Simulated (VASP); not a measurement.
# W (Fm-3m) in VASP: a series of runs, part 2 of 2

VASP 6.6.1. Earlier steps stand in the parts before.

### 3 Relaxation of cell and atoms, RPBE, target pressure 5 GPa, at which the enthalpy is minimised

The input, INCAR:

```
PREC = Accurate
ENCUT = 600
EDIFF = 1E-6
ISMEAR = -1
SIGMA = 0.1
LREAL = False
LASPH = True
NELM = 80
ALGO = Normal
ISIF = 3
LWAVE = False
LCHARG = False
GGA = RP
IBRION = 2
NSW = 80
EDIFFG = -0.01
PSTRESS = 50.0
```

The input, KPOINTS:

```
regular mesh
0
Gamma
  5 5 5
```

The input, POSCAR:

```
W
1.0
    0.0000000000      2.0300000000      2.0300000000
    2.0300000000      0.0000000000      2.0300000000
    2.0300000000      2.0300000000      0.0000000000
W
1
Direct
    0.0000000000      0.0000000000      0.0000000000
```

Potentials or basis: VASP PAW PBE potentials, release 64 (W_sv).

Run with:

```sh
$ cat potpaw_PBE.64/W_sv/POTCAR > POTCAR
$ mpirun -np 1 vasp_std > vasp.out
```

OUTCAR:

```text
PREC = Accurate
   ENCUT = 600
   EDIFF = 1E-6
   ISMEAR = -1
   LREAL = False
   LASPH = True
   NELM = 80
   ISIF = 3
   GGA = RP
   IBRION = 2
   NSW = 80
   EDIFFG = -0.01
   PSTRESS = 50.0

 ion  position               nearest neighbor table
   1  0.000  0.000  0.000-

  LATTYP: Found a face centered cubic cell.
 ALAT       =     4.0600000000

  Lattice vectors:

 A1 = (   0.0000000000,   2.0300000000,   2.0300000000)
 A2 = (   2.0300000000,   0.0000000000,   2.0300000000)
 A3 = (   2.0300000000,   2.0300000000,   0.0000000000)

Analysis of symmetry for initial positions (statically):
=====================================================================
 Subroutine PRICEL returns:
 Original cell was already a primitive cell.

 Routine SETGRP: Setting up the symmetry group for a
 face centered cubic supercell.

 Subroutine GETGRP returns: Found 48 space group operations
[... 9 lines left out ...]

 Routine SETGRP: Setting up the symmetry group for a
 face centered cubic supercell.

 Subroutine GETGRP returns: Found 48 space group operations
[... 11 lines left out ...]
                                     Primitive cell

  volume of cell :      16.7309

  direct lattice vectors                    reciprocal lattice vectors
     0.000000000  2.030000000  2.030000000    -0.246305419  0.246305419  0.246305419
     2.030000000  0.000000000  2.030000000     0.246305419 -0.246305419  0.246305419
     2.030000000  2.030000000  0.000000000     0.246305419  0.246305419 -0.246305419

  length of vectors
     2.870853532  2.870853532  2.870853532     0.426613499  0.426613499  0.426613499

  position of ions in fractional coordinates (direct lattice)
     0.000000000  0.000000000  0.000000000

  ion indices of the primitive-cell ions
   primitive index   ion index
                 1           1

----------------------------------------------------------------------------------------

 KPOINTS: regular mesh

Automatic generation of k-mesh.
 Grid dimensions read from file:
 generate k-points for:    5    5    5

 Generating k-lattice:

  Cartesian coordinates                     Fractional coordinates (reciprocal lattice)
    -0.049261084  0.049261084  0.049261084     0.200000000  0.000000000  0.000000000
     0.049261084 -0.049261084  0.049261084     0.000000000  0.200000000  0.000000000
     0.049261084  0.049261084 -0.049261084     0.000000000  0.000000000  0.200000000

  Length of vectors
     0.085322700  0.085322700  0.085322700

  Shift w.r.t. Gamma in fractional coordinates (k-lattice)
     0.000000000  0.000000000  0.000000000

 Subroutine IBZKPT returns following result:
 ===========================================

 Found     10 irreducible k-points:

 Following reciprocal coordinates:
            Coordinates               Weight
  0.000000  0.000000  0.000000      1.000000
  0.200000  0.000000  0.000000      8.000000
  0.400000  0.000000  0.000000      8.000000
  0.200000  0.200000  0.000000      6.000000
  0.400000  0.200000  0.000000     24.000000
 -0.400000  0.200000  0.000000     24.000000
 -0.200000  0.200000  0.000000     12.000000
  0.400000  0.400000  0.000000      6.000000
 -0.400000  0.400000  0.000000     12.000000
 -0.400000  0.400000  0.200000     24.000000
   k-points           NKPTS =     10   k-points in BZ     NKDIM =     10   number of bands    NBANDS=     11
   number of dos      NEDOS =    301   number of ions     NIONS =      1
   total plane-waves  NPLWV =  13824
   dimension x,y,z NGX =    24 NGY =   24 NGZ =   24
   dimension x,y,z NGXF=    48 NGYF=   48 NGZF=   48
   ions per type =               1
   NGX,Y,Z   is equivalent  to a cutoff of  13.90, 13.90, 13.90 a.u.
   NGXF,Y,Z  is equivalent  to a cutoff of  27.80, 27.80, 27.80 a.u.
 SYSTEM =  unknown system
   PREC   = accura    normal or accurate (medium, high low for compatibility)
   ISTART =      0    job   : 0-new  1-cont  2-samecut
   ICHARG =      2    charge: 1-file 2-atom 10-const
   ISPIN  =      1    spin polarized calculation?
   LNONCOLLINEAR =      F non collinear calculations
   LSORBIT =      F    spin-orbit coupling
   LASPH  =      T    aspherical Exc in radial PAW
   ENCUT  =  600.0 eV  44.10 Ry    6.64 a.u.   5.73  5.73  5.73*2*pi/ulx,y,z
   NELM   =     80;   NELMIN=  2; NELMDL= -5     # of ELM steps
   EDIFF  = 0.1E-05   stopping-criterion for ELM
   LREAL  =      F    real-space projection
   EDIFFG = -.1E-01   stopping-criterion for IOM
   NSW    =     80    number of steps for IOM
   IBRION =      2    ionic relax: 0-MD 1-quasi-New 2-CG
   NFREE  =      1    steps in history (QN), initial steepest desc. (CG)
   ISIF   =      3    stress and relaxation
   ISYM   =      2    0-nonsym 1-usesym 2-fastsym
   POTIM  = 0.5000    time-step for ionic-motion
   TEBEG  =    0.0;   TEEND  =   0.0 temperature during run
   PSTRESS=   50.0 pullay stress
   NELECT =      14.0000    total number of electrons
   NUPDOWN=      -1.0000    fix difference up-down
   EMIN   =  10.00;   EMAX   =-10.00  energy-range for DOS
   EFERMI =   0.00;   METHOD = LEGACY
   ISMEAR =    -1;   SIGMA  =   0.10  broadening in eV -4-tet -1-fermi 0-gaus
   EFERMI_NEDOS =   21; number of points for ismear=-14 and -15
   IALGO  =     38    algorithm
   IMIX   =      4    mixing-type and parameters
     AMIX     =   0.40;   BMIX     =  1.00
     AMIX_MAG =   1.60;   BMIX_MAG =  1.00
  volume/ion in A,a.u.               =      16.73       112.91
  Fermi-wavevector in a.u.,A,eV,Ry     =   1.542688  2.915258 32.380324  2.379887
  Thomas-Fermi vector in A             =   2.648457
   LORBIT       =      0    0 simple, 1 ext, 2 COOP (PROOUT), +10 PAW based schemes
   GGA     = RP    functional components
   LHFCALC =     F    Hartree Fock is set to
   AEXX    =    0.0000 exact exchange contribution
   IVDW    =     0    specifies the selected vdW correction
   LEPSILON=     F    determine dielectric tensor
   LRPA    =     F    only Hartree local field effects (RPA)
 conjugate gradient relaxation of ions
 non-spin polarized calculation
  energy-cutoff  :      600.00
  volume of cell :       16.73
 maximum number of plane-waves:       565
   NGX = 11   NGY = 11   NGZ = 11

--------------------------------------- Ionic step        1  -------------------------------------------

 number of electron      14.0000002 magnetization

 Free energy of the ion-electron system (eV)
  ---------------------------------------------------
  ext. energy  EPLUGINS =         0.00000000
  ---------------------------------------------------
  free energy    TOTEN  =       -11.96667686 eV

  energy without entropy =      -11.93151049  energy(sigma->0) =      -11.94909368

------------------------ aborting loop because EDIFF is reached ----------------------------------------

  FORCE on cell =-STRESS in cart. coord.  units (eV):
  Direction    XX          YY          ZZ          XY          YZ          ZX
  --------------------------------------------------------------------------------------
  -------------------------------------------------------------------------------------
  Total       -0.1240831     -0.1240831     -0.1240831     -0.0000000      0.0000000     -0.0000000
  in kB      -11.8824221    -11.8824221    -11.8824221     -0.0000000      0.0000000     -0.0000000
  external PRESSURE =     -61.8824221 kB  Pullay stress =      50.0000000 kB
[... 96 lines left out ...]
  enthalpy is  TOTEN    =       -11.4516488802 eV   P V=        0.5112552068

--------------------------------------- Ionic step        4  -------------------------------------------

 number of electron      14.0000001 magnetization

 Free energy of the ion-electron system (eV)
  ---------------------------------------------------
  ext. energy  EPLUGINS =         0.00000000
  ---------------------------------------------------
  free energy    TOTEN  =       -11.96258441 eV

  energy without entropy =      -11.92836045  energy(sigma->0) =      -11.94547243

 E-fermi :  10.9280     XC(G=0): -13.3958

 val. band max:       10.5271425078   @ k =   0.2000   0.0000   0.0000
 cond. band min:      11.0471324120   @ k =   0.2000   0.2000   0.0000
 fundamental gap:      0.5199899042
 Fermi energy:        10.9279882178

 k-point     1 :       0.0000    0.0000    0.0000
  band No.  band energies     occupation
      1     -63.0901      2.00000
      2     -26.7156      2.00000
      3     -26.7156      2.00000
      4     -26.7156      2.00000
      5       1.6008      2.00000
      6      10.0498      1.99969
      7      10.0498      1.99969
      8      10.0498      1.99969
      9      13.2022      0.00000
     10      13.2022      0.00000
     11      23.3504      0.00000
[... 152 lines left out ...]
  FREE ENERGIE OF THE ION-ELECTRON SYSTEM (eV)
  ---------------------------------------------------
  free  energy   TOTEN  =       -11.9625844089 eV

  energy  without entropy=      -11.9283604462  energy(sigma->0) =      -11.94547243

  enthalpy is  TOTEN    =       -11.4516565201 eV   P V=        0.5109278888

 reached required accuracy - stopping structural energy minimisation
```

Wall time 18 s (1 thread of AMD EPYC 7R13, shared host); peak memory 0.11 GiB.

Results:

| Item | Value |
| --- | --- |
| Free energy | -11.9626 eV |
| Relaxed volume | 16.37 Å³/atom |
| Relaxed cell | a = 2.850 Å, b = 2.850 Å, c = 2.850 Å, α = 60.00°, β = 60.00°, γ = 60.00° |
| Space group after relaxing (to 0.05 Å) | Fm-3m (No. 225) |
| Energy change on relaxing (the enthalpy is what falls) | +4.1 meV/atom |
| Ionic steps | 4 |
| Pressure after relaxing | 5.0 GPa |
| Band gap on the k mesh | zero (band 7 reaches 12.13 eV, above the bottom of band 8 at 10.05 eV) |

The path:
```tsv
step	energy change (eV)	largest force (eV/Å)	pressure (GPa)	volume (Å³)
1	0.0000	0.0000	-1.19	16.73
2	0.1273	0.0000	30.79	15.21
3	0.0038	0.0000	4.79	16.38
4	0.0041	0.0000	4.97	16.37
```

Final structure:
```xyz
1
Lattice="0.0000 2.0154 2.0154 2.0154 0.0000 2.0154 2.0154 2.0154 0.0000" Properties=species:S:1:pos:R:3 pbc="T T T"
W     0.0000    0.0000    0.0000
```

Caveat: the k points lie up to 0.54 Å⁻¹ apart in the final cell; the cell is relaxed towards a set pressure, so the enthalpy falls and the energy may rise; the PAW data sets were made with another functional, which shifts forces and pressure a little; spin-orbit coupling is left out, which moves the levels of the heavy elements.

### 4 Relaxation of cell and atoms, RPBE, target pressure 10 GPa, at which the enthalpy is minimised

The input, INCAR:

```
SYSTEM = W
PREC     = Accurate       ! precision mode
ENCUT    = 600            ! plane-wave cutoff, eV
EDIFF    = 1E-7           ! SCF threshold, eV
ISMEAR   = -1             ! smearing method
SIGMA    = 0.1            ! smearing width, eV
LREAL    = .False.        ! projectors in reciprocal space
LASPH    = .True.         ! aspherical terms in the spheres
NELM     = 60             ! most SCF steps
ALGO     = Normal         ! electronic algorithm
ISIF     = 3              ! what is computed and relaxed
LWAVE    = .False.        ! write WAVECAR
LCHARG   = .False.        ! write CHGCAR
GGA      = RP             ! functional
IBRION   = 2              ! ionic algorithm
NSW      = 80             ! ionic steps
EDIFFG   = -0.01          ! ionic threshold
PSTRESS  = 100.0
```

The input, KPOINTS:

```
Automatic mesh
0
Gamma
  5 5 5
  0 0 0
```

POSCAR is that of step 3.

Run with:

```sh
$ cat potpaw_PBE.64/W_sv/POTCAR > POTCAR
$ mpirun -np 1 vasp_std > vasp.out
```

It took 34 s on 1 thread of AMD EPYC 7R13, shared host; peak memory 0.12 GiB.

The run converged. Its results:

```yaml
Free_energy: -11.9504 eV
Relaxed_volume: 16.11 Å³/atom
Relaxed_cell: a = 2.835 Å, b = 2.835 Å, c = 2.835 Å, α = 60.00°, β = 60.00°, γ = 60.00°
Space_group_after_relaxing_to_0.05_Å: Fm-3m (No. 225)
Energy_change_on_relaxing_the_enthalpy_is_what_falls: +16.3 meV/atom
Ionic_steps: 7
Pressure_after_relaxing: 10.0 GPa
Band_gap_on_the_k_mesh: zero (band 7 reaches 12.42 eV, above the bottom of band 8 at 10.25 eV)
```

The path:
| step | energy change (eV) | largest force (eV/Å) | pressure (GPa) | volume (Å³) |
| --- | --- | --- | --- | --- |
| 1 | 0.0000 | 0.0000 | -1.19 | 16.73 |
| 2 | 0.4759 | 0.0000 | 67.86 | 14.06 |
| 3 | 0.0138 | 0.0000 | 9.17 | 16.15 |
| 4 | 0.0159 | 0.0000 | 9.87 | 16.12 |
| 5 | 0.0166 | 0.0000 | 10.11 | 16.10 |
| 6 | 0.0152 | 0.0000 | 9.67 | 16.13 |
| 7 | 0.0163 | 0.0000 | 10.01 | 16.11 |

Final structure:
```
W
1.0
     0.00000    2.00454    2.00454
     2.00454    0.00000    2.00454
     2.00454    2.00454    0.00000
W
1
Direct
  0.00000 0.00000 0.00000
```

Levels at points of the mesh, in eV from the Fermi level:
```
           k point  band 5  band 6  band 7  band 8  band 9  band 10
(0.00, 0.00, 0.00)   -9.41   -0.90   -0.90   -0.90    2.32     2.32
```

Caveat: the k points lie up to 0.54 Å⁻¹ apart in the final cell; the cell is relaxed towards a set pressure, so the enthalpy falls and the energy may rise; the PAW data sets were made with another functional, which shifts forces and pressure a little; spin-orbit coupling is left out, which moves the levels of the heavy elements.

### 5 Overview

```tsv
cell	gap on the mesh (eV)	pressure (GPa)
relaxed to 2 GPa	none	2.0
relaxed to 5 GPa	none	5.0
relaxed to 10 GPa	none	10.0
```

Alike in all rows: task relaxation of cell and atoms; level RPBE; potentials or basis VASP PAW PBE potentials, release 64 (W_sv); no spin polarisation; k mesh 5 × 5 × 5; cutoff (eV) 600; smearing fermi-dirac 0.1 eV.

Caveats: all runs use coarse meshes; the cell is relaxed towards a set pressure, so the enthalpy falls and the energy may rise; the PAW data sets were made with another functional, which shifts forces and pressure a little; spin-orbit coupling is left out, which moves the levels of the heavy elements.

Absolute energies hang on the potentials; compare differences alone.
